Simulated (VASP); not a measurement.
# SiC (Imm2) in VASP: notebook

The runs below take SiC through single point, with PBEsol.

Program: VASP 6.6.1. These are calculated values, not measurements. Logs are shortened: lines on timing, memory, paths and dates and some standing lists are left out, and cuts for length are marked.

### 1 The cell of the first run

The structure is orthorhombic, space group Imm2 (No. 44). Conventional cell: a = 3.004 Å, b = 3.004 Å, c = 4.248 Å, α = 90.00°, β = 90.00°, γ = 90.00°. Within 2.4 Å of Si (site symmetry mm2) lie 4 C at 1.79 to 1.89 Å. Within 2.4 Å of C (site symmetry mm2) lie 4 Si at 1.79 to 1.89 Å.

### 2 Single point, PBEsol (atoms displaced along a vibrational mode, the cell strained)

INCAR reads:

```
SYSTEM = SiC
  ALGO = Normal
  EDIFF = 1E-6
  ENCUT = 600
  GGA = PS
  GGA_COMPAT = .False.
  ISIF = 2
  ISMEAR = 0
  LASPH = .True.
  LCHARG = .False.
  LREAL = .False.
  LWAVE = .False.
  NBANDS = 11
  NELM = 120
  PREC = Accurate
  SIGMA = 0.05
```

KPOINTS reads:

```
k-points
0
Gamma
  10 10 10
  0 0 0
```

POSCAR reads:

```
SiC
1.0
    0.0000000000      2.1239347058      2.1239347058
    2.1239347058      0.0000000000      2.1239347058
    2.1239347058      2.1239347058      0.0000000000
Si C
1 1
Direct
    0.0058896495     -0.0058896495      0.0058896495
    0.7362283902      0.7637716098      0.7362283902
```

Potentials or basis: VASP PAW PBE potentials, release 64 (Si, C).

Run with:

```console
$ cat potpaw_PBE.64/Si/POTCAR potpaw_PBE.64/C/POTCAR > POTCAR
$ mpirun -np 1 vasp_std > vasp.out
```

OUTCAR:

```text
SYSTEM = SiC
   EDIFF = 1E-6
   ENCUT = 600
   GGA = PS
   ISIF = 2
   ISMEAR = 0
   LASPH = .True.
   LREAL = .False.
   NELM = 120
   PREC = Accurate

 ion  position               nearest neighbor table
   1  0.006  0.994  0.006-   2 1.79   2 1.79   2 1.89   2 1.89
   2  0.736  0.764  0.736-   1 1.79   1 1.79   1 1.89   1 1.89

  LATTYP: Found a face centered cubic cell.
 ALAT       =     4.2478694116

  Lattice vectors:

 A1 = (   0.0000000000,   2.1239347058,   2.1239347058)
 A2 = (   2.1239347058,   0.0000000000,   2.1239347058)
 A3 = (   2.1239347058,   2.1239347058,   0.0000000000)

Analysis of symmetry for initial positions (statically):
=====================================================================
 Subroutine PRICEL returns:
 Original cell was already a primitive cell.

 Routine SETGRP: Setting up the symmetry group for a
 face centered cubic supercell.

 Subroutine GETGRP returns: Found  4 space group operations
 (whereof  4 operations were pure point group operations)
 out of a pool of 48 trial point group operations.

The static configuration has the point symmetry C_2v.

Analysis of symmetry for dynamics (positions and initial velocities):
=====================================================================
 Subroutine PRICEL returns:
 Original cell was already a primitive cell.

 Routine SETGRP: Setting up the symmetry group for a
 face centered cubic supercell.

 Subroutine GETGRP returns: Found  4 space group operations
 (whereof  4 operations were pure point group operations)
 out of a pool of 48 trial point group operations.

The dynamic configuration has the point symmetry C_2v.

 Subroutine INISYM returns: Found  4 space group operations
 (whereof  4 operations are pure point group operations),
 and found     1 'primitive' translations

----------------------------------------------------------------------------------------

                                     Primitive cell

  volume of cell :      19.1626

  direct lattice vectors                    reciprocal lattice vectors
     0.000000000  2.123934706  2.123934706    -0.235412133  0.235412133  0.235412133
     2.123934706  0.000000000  2.123934706     0.235412133 -0.235412133  0.235412133
     2.123934706  2.123934706  0.000000000     0.235412133  0.235412133 -0.235412133

  length of vectors
     3.003697267  3.003697267  3.003697267     0.407745776  0.407745776  0.407745776

  position of ions in fractional coordinates (direct lattice)
     0.005889649  0.994110351  0.005889649
     0.736228390  0.763771610  0.736228390

  ion indices of the primitive-cell ions
   primitive index   ion index
                 1           1
                 2           2

----------------------------------------------------------------------------------------

 KPOINTS: k-points

Automatic generation of k-mesh.
 Grid dimensions read from file:
 generate k-points for:   10   10   10

 Generating k-lattice:

  Cartesian coordinates                     Fractional coordinates (reciprocal lattice)
    -0.023541213  0.023541213  0.023541213     0.100000000  0.000000000  0.000000000
     0.023541213 -0.023541213  0.023541213     0.000000000  0.100000000  0.000000000
     0.023541213  0.023541213 -0.023541213     0.000000000  0.000000000  0.100000000

  Length of vectors
     0.040774578  0.040774578  0.040774578

  Shift w.r.t. Gamma in fractional coordinates (k-lattice)
     0.000000000  0.000000000  0.000000000

 Subroutine IBZKPT returns following result:
 ===========================================

 Found    171 irreducible k-points:

 Following reciprocal coordinates:
            Coordinates               Weight
  0.000000  0.000000  0.000000      1.000000
  0.100000  0.000000  0.000000      4.000000
  0.000000  0.100000  0.000000      4.000000
  0.200000  0.000000  0.000000      4.000000
  0.000000  0.200000  0.000000      4.000000
  0.300000  0.000000  0.000000      4.000000
[... 16 lines left out ...]
  0.000000  0.400000  0.100000      8.000000
  0.100000  0.000000  0.400000      4.000000
 [... further k-points ...]
   k-points           NKPTS =    171   k-points in BZ     NKDIM =    171   number of bands    NBANDS=     11
   number of dos      NEDOS =    301   number of ions     NIONS =      2
   total plane-waves  NPLWV =  13824
   dimension x,y,z NGX =    24 NGY =   24 NGZ =   24
   dimension x,y,z NGXF=    48 NGYF=   48 NGZF=   48
   ions per type =               1   1
   NGX,Y,Z   is equivalent  to a cutoff of  13.28, 13.28, 13.28 a.u.
   NGXF,Y,Z  is equivalent  to a cutoff of  26.57, 26.57, 26.57 a.u.
 SYSTEM =  SiC
   PREC   = accura    normal or accurate (medium, high low for compatibility)
   ISTART =      0    job   : 0-new  1-cont  2-samecut
   ICHARG =      2    charge: 1-file 2-atom 10-const
   ISPIN  =      1    spin polarized calculation?
   LNONCOLLINEAR =      F non collinear calculations
   LSORBIT =      F    spin-orbit coupling
   LASPH  =      T    aspherical Exc in radial PAW
   ENCUT  =  600.0 eV  44.10 Ry    6.64 a.u.   6.00  6.00  6.00*2*pi/ulx,y,z
   NELM   =    120;   NELMIN=  2; NELMDL= -5     # of ELM steps
   EDIFF  = 0.1E-05   stopping-criterion for ELM
   LREAL  =      F    real-space projection
   EDIFFG = 0.1E-04   stopping-criterion for IOM
   NSW    =      0    number of steps for IOM
   IBRION =     -1    ionic relax: 0-MD 1-quasi-New 2-CG
   NFREE  =      0    steps in history (QN), initial steepest desc. (CG)
   ISIF   =      2    stress and relaxation
   ISYM   =      2    0-nonsym 1-usesym 2-fastsym
   POTIM  = 0.5000    time-step for ionic-motion
   TEBEG  =    0.0;   TEEND  =   0.0 temperature during run
   PSTRESS=    0.0 pullay stress
   NELECT =       8.0000    total number of electrons
   NUPDOWN=      -1.0000    fix difference up-down
   EMIN   =  10.00;   EMAX   =-10.00  energy-range for DOS
   EFERMI =   0.00;   METHOD = LEGACY
   ISMEAR =     0;   SIGMA  =   0.05  broadening in eV -4-tet -1-fermi 0-gaus
   EFERMI_NEDOS =   21; number of points for ismear=-14 and -15
   IALGO  =     38    algorithm
   IMIX   =      4    mixing-type and parameters
     AMIX     =   0.40;   BMIX     =  1.00
     AMIX_MAG =   1.60;   BMIX_MAG =  1.00
  volume/ion in A,a.u.               =       9.58        64.66
  Fermi-wavevector in a.u.,A,eV,Ry     =   1.223546  2.312167 20.368806  1.497065
  Thomas-Fermi vector in A             =   2.358653
   LORBIT       =      0    0 simple, 1 ext, 2 COOP (PROOUT), +10 PAW based schemes
   GGA     = PS    functional components
   LHFCALC =     F    Hartree Fock is set to
   AEXX    =    0.0000 exact exchange contribution
   IVDW    =     0    specifies the selected vdW correction
   LEPSILON=     F    determine dielectric tensor
   LRPA    =     F    only Hartree local field effects (RPA)
 non-spin polarized calculation
 Gauss-broadening in eV      SIGMA  =   0.05
  energy-cutoff  :      600.00
  volume of cell :       19.16
 maximum number of plane-waves:       652
   NGX = 11   NGY = 11   NGZ = 11

 number of electron       8.0000000 magnetization

 Free energy of the ion-electron system (eV)
  ---------------------------------------------------
  ext. energy  EPLUGINS =         0.00000000
  ---------------------------------------------------
  free energy    TOTEN  =       -15.74662357 eV

  energy without entropy =      -15.74662357  energy(sigma->0) =      -15.74662357

 E-fermi :   9.5401     XC(G=0): -11.8385

 val. band max:        9.3159987709   @ k =   0.0000   0.0000   0.0000
 cond. band min:      10.0819054083   @ k =   0.5000   0.5000   0.0000
 fundamental gap:      0.7659066374
 Fermi energy:         9.5401249802

 k-point     1 :       0.0000    0.0000    0.0000
  band No.  band energies     occupation
      1      -7.1037      2.00000
      2       8.5209      2.00000
      3       8.9550      2.00000
      4       9.3160      2.00000
      5      15.9857      0.00000
      6      16.6140      0.00000
      7      16.7321      0.00000
      8      16.8963      0.00000
      9      23.8412      0.00000
     10      23.8461      0.00000
     11      26.2153      0.00000

 k-point     2 :       0.1000    0.0000    0.0000
  band No.  band energies     occupation
      1      -6.8949      2.00000
      2       7.6509      2.00000
      3       8.7116      2.00000
      4       9.1699      2.00000
      5      16.0739      0.00000
      6      16.8687      0.00000
      7      16.9545      0.00000
      8      17.3525      0.00000
      9      22.7074      0.00000
     10      22.7760      0.00000
     11      25.8021      0.00000

 k-point     3 :       0.0000    0.1000    0.0000
  band No.  band energies     occupation
      1      -6.8962      2.00000
      2       8.0827      2.00000
      3       8.3953      2.00000
      4       8.9823      2.00000
      5      16.1471      0.00000
      6      16.8044      0.00000
      7      17.1491      0.00000
      8      17.1522      0.00000
      9      22.8892      0.00000
     10      22.8918      0.00000
     11      25.4967      0.00000

 k-point     4 :       0.2000    0.0000    0.0000
  band No.  band energies     occupation
      1      -6.2760      2.00000
      2       5.5401      2.00000
      3       8.3635      2.00000
      4       8.8393      2.00000
      5      15.7048      0.00000
      6      17.1777      0.00000
      7      17.5876      0.00000
      8      18.3545      0.00000
      9      21.9550      0.00000
     10      22.0302      0.00000
     11      24.8819      0.00000

 k-point     5 :       0.0000    0.2000    0.0000
  band No.  band energies     occupation
      1      -6.2823      2.00000
      2       5.8455      2.00000
      3       8.1033      2.00000
      4       8.6593      2.00000
      5      15.7553      0.00000
      6      17.0710      0.00000
      7      17.4964      0.00000
      8      18.3782      0.00000
      9      22.2000      0.00000
     10      22.3987      0.00000
     11      24.6197      0.00000
[... 211 lines left out ...]
 k-point    21 :       0.3000    0.2000    0.3000
  band No.  band energies     occupation
      1      -5.4815      2.00000
      2       4.2544      2.00000
      3       7.3180      2.00000
      4       8.1276      2.00000
      5      15.0590      0.00000
      6      16.9943      0.00000
      7      18.2479      0.00000
      8      18.4520      0.00000
      9      21.8058      0.00000
     10      24.3504      0.00000
     11      25.6622      0.00000

 k-point    22 :       0.4000    0.1000    0.0000
  band No.  band energies     occupation
      1      -4.2747      2.00000
      2       1.7540      2.00000
      3       7.3545      2.00000
      4       7.8043      2.00000
      5      14.8025      0.00000
      6      16.5808      0.00000
      7      17.8349      0.00000
      8      19.4810      0.00000
      9      22.7200      0.00000
     10      25.8071      0.00000
     11      26.3316      0.00000

 k-point    23 :       0.0000    0.4000    0.1000
  band No.  band energies     occupation
      1      -4.3169      2.00000
      2       2.0100      2.00000
      3       7.1368      2.00000
      4       7.6540      2.00000
      5      14.8588      0.00000
      6      16.5801      0.00000
      7      17.4085      0.00000
      8      19.5839      0.00000
      9      23.0611      0.00000
     10      26.0293      0.00000
     11      26.3851      0.00000

 k-point    24 :       0.1000    0.0000    0.4000
  band No.  band energies     occupation
      1      -4.2785      2.00000
      2       1.7779      2.00000
      3       7.3321      2.00000
      4       7.7766      2.00000
      5      14.9593      0.00000
      6      16.6631      0.00000
      7      17.4336      0.00000
      8      19.5191      0.00000
      9      22.8699      0.00000
     10      26.1310      0.00000
     11      26.1311      0.00000

 [... further k-points ...]
[... 5 lines left out ...]
  --------------------------------------------------------------------------------------
  -------------------------------------------------------------------------------------
  Total        2.5661942      2.3374858      2.5661942      0.0000000      0.0000000     -1.0923488
  in kB      214.5589470    195.4366869    214.5589470      0.0000000      0.0000000    -91.3310488
  external PRESSURE =     208.1848603 kB  Pullay stress =       0.0000000 kB

 VOLUME and BASIS-vectors are now :
 -----------------------------------------------------------------------------
  energy-cutoff  :      600.00
  volume of cell :       19.16
      direct lattice vectors                 reciprocal lattice vectors
     0.000000000  2.123934706  2.123934706    -0.235412133  0.235412133  0.235412133
     2.123934706  0.000000000  2.123934706     0.235412133 -0.235412133  0.235412133
     2.123934706  2.123934706  0.000000000     0.235412133  0.235412133 -0.235412133

 POSITION                                       TOTAL-FORCE (eV/Angst)
 -----------------------------------------------------------------------------------
      2.12393      0.02502      2.12393         0.000000     -1.885181      0.000000
      3.18590      3.12740      3.18590         0.000000      1.885181      0.000000
 -----------------------------------------------------------------------------------
    total drift:                               -0.000000     -0.000434     -0.000000

  FREE ENERGIE OF THE ION-ELECTRON SYSTEM (eV)
  ---------------------------------------------------
  free  energy   TOTEN  =       -15.7466235710 eV

  energy  without entropy=      -15.7466235710  energy(sigma->0) =      -15.74662357
```

It took 31 s on 1 thread of Intel Xeon 8259CL, shared host; peak memory 0.16 GiB.

Results:

| Property | Result |
| --- | --- |
| Free energy | -15.7466 eV |
| Pressure | 20.8 GPa |
| Largest force | 1.885 eV/Å |
| Band gap on the k mesh | 0.77 eV (least direct gap 4.32 eV) |

Forces in eV/Å, atoms in the order of the input:
```
Si   0.000 -1.885  0.000
C    0.000  1.885  0.000
```

Caveat: the cell differs from its parent crystal (atoms displaced along a vibrational mode, the cell strained); the cell stands under pressure; semilocal functionals underestimate gaps, and a narrow one can read as zero; the PAW data sets were made with another functional, which shifts forces and pressure a little. A k mesh can miss the band edges.

### 3 Single point, PBEsol (atoms displaced along a vibrational mode, the cell strained)

INCAR reads:

```
  ALGO = Normal
  EDIFF = 1E-6
  ENCUT = 600
  GGA = PS
  GGA_COMPAT = False
  ISIF = 2
  ISMEAR = 0
  LASPH = True
  LCHARG = False
  LREAL = False
  LWAVE = False
  NBANDS = 11
  NELM = 120
  PREC = Accurate
  SIGMA = 0.05
```

KPOINTS reads:

```
k-points
0
Gamma
  10 10 10
```

POSCAR reads:

```
SiC
1.0
    0.0000000000      2.1239347058      2.1239347058
    2.1239347058      0.0000000000      2.1239347058
    2.1239347058      2.1239347058      0.0000000000
Si C
1 1
Direct
    0.0011779299     -0.0011779299      0.0011779299
    0.7472456780      0.7527543220      0.7472456780
```

Potentials or basis: VASP PAW PBE potentials, release 64 (Si, C).

Run with:

```console
$ cat potpaw_PBE.64/Si/POTCAR potpaw_PBE.64/C/POTCAR > POTCAR
$ mpirun -np 1 vasp_std > vasp.out
```

Wall time 33 s (1 thread of Intel Xeon 8259CL, shared host); peak memory 0.16 GiB.

The run converged. Its results:

```
Free energy            : -15.8225 eV
Pressure               : 19.8 GPa
Largest force          : 0.380 eV/Å
Band gap on the k mesh : 1.08 eV (least direct gap 4.48 eV)
```

Forces in eV/Å, atoms in the order of the input:
```
Si   0.000 -0.380  0.000
C    0.000  0.380  0.000
```

Stress tensor (GPa, compression positive):
```
19.85  0.00 -1.82
 0.00 19.77  0.00
-1.82  0.00 19.85
```

Levels at points of the mesh, in eV from the valence-band top:
| k point | band 2 | band 3 | band 4 | band 5 | band 6 | band 7 |
| --- | --- | --- | --- | --- | --- | --- |
| (0.00, 0.00, 0.00) | -0.16 | -0.08 | 0.00 | 7.01 | 7.69 | 7.71 |
| (0.50, 0.00, 0.00) | -9.14 | -1.18 | -1.08 | 5.99 | 7.33 | 7.45 |
| (0.00, 0.50, 0.00) | -9.08 | -1.22 | -1.11 | 6.01 | 7.30 | 7.42 |
| (0.50, 0.50, 0.00) | -8.17 | -3.44 | -3.44 | 1.08 | 4.39 | 14.78 |
| (0.50, 0.00, 0.50) | -8.17 | -3.48 | -3.40 | 1.08 | 4.40 | 14.77 |

Caveat: the cell differs from its parent crystal (atoms displaced along a vibrational mode, the cell strained); the cell stands under pressure; the PAW data sets were made with another functional, which shifts forces and pressure a little.

[end of part 1 of 2]
